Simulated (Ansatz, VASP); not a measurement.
**C in VASP and in Ansatz**

Contents of INCAR:

```
PREC = Accurate ; ENCUT = 520
EDIFF = 1E-6 ; ISMEAR = 0
SIGMA = 0.1 ; LREAL = F
LASPH = T ; NELM = 80
ALGO = Normal ; ISIF = 2
LWAVE = F ; LCHARG = F
LDIPOL = T ; IDIPOL = 3
DIPOL = 0.5 0.5 0.359 ; GGA = PE
IVDW = 12 ; NBANDS = 16
```

KPOINTS

```
regular mesh
0
Gamma
  15 15 1
```

Contents of POSCAR:

```
C
1.0
    2.4656524409      0.0000000000      0.0000000000
   -1.2328262205      2.1353176508      0.0000000000
    0.0000000000      0.0000000000     17.5000663883
C
4
Direct
    0.6666666667      0.3333333333      0.2571437784
    0.3333333333      0.6666666667      0.2571418816
    1.3333333333      0.6666666667      0.4605734749
    1.6666666667      0.3333333333      0.4605715781
```

Input for Ansatz:

```yaml
crystal:
  lattice:
    - [2.4656524409, 0.0, 0.0]
    - [-1.2328262205, 2.1353176508, 0.0]
    - [0.0, 0.0, 17.5000663883]
  atoms:
    - { symbol: C, position: [0.6666666667, 0.3333333333, 0.2571437784] }
    - { symbol: C, position: [0.3333333333, 0.6666666667, 0.2571418816] }
    - { symbol: C, position: [1.3333333333, 0.6666666667, 0.4605734749] }
    - { symbol: C, position: [1.6666666667, 0.3333333333, 0.4605715781] }
basis:
  ecutwfc: 420
kpoints:
  mp_grid: { grid: [15, 15, 1] }
hamiltonian:
  xc: pbe
  pseudopotentials: { kind: paw, azcp: { folder: soft_1 } }
  dispersion: d3bj
scf:
  occupations: { method: gaussian, width: 0.1 }
output:
  forces: true
  eigenvalues: true
efield:
  axis: 3
  dipole_correction: true
  ramp_width: 0.04
```

Alike in both runs: task single point; functional PBE; dispersion D3(BJ); k mesh 15 × 15 × 1; occupations gaussian, width 0.1 eV; no spin polarisation.

|  | VASP | Ansatz |
| --- | --- | --- |
| version | VASP 6.6.1 | Ansatz 0.2.0 |
| potentials or method | VASP PAW PBE potentials, release 64 (C), cutoff 520 eV | scalar-relativistic, plane waves, PAW |
| valence electrons in the cell | 16 | 16 |

|  | VASP | Ansatz | Ansatz less VASP |
| --- | --- | --- | --- |
| gap on the k mesh at the Fermi level (eV) | 0.47 | 0.47 | 0.000 |
| least direct gap on the mesh (eV) | 0.47 | 0.47 | 0.000 |

Ansatz's warnings: structure snapped to symmetry.
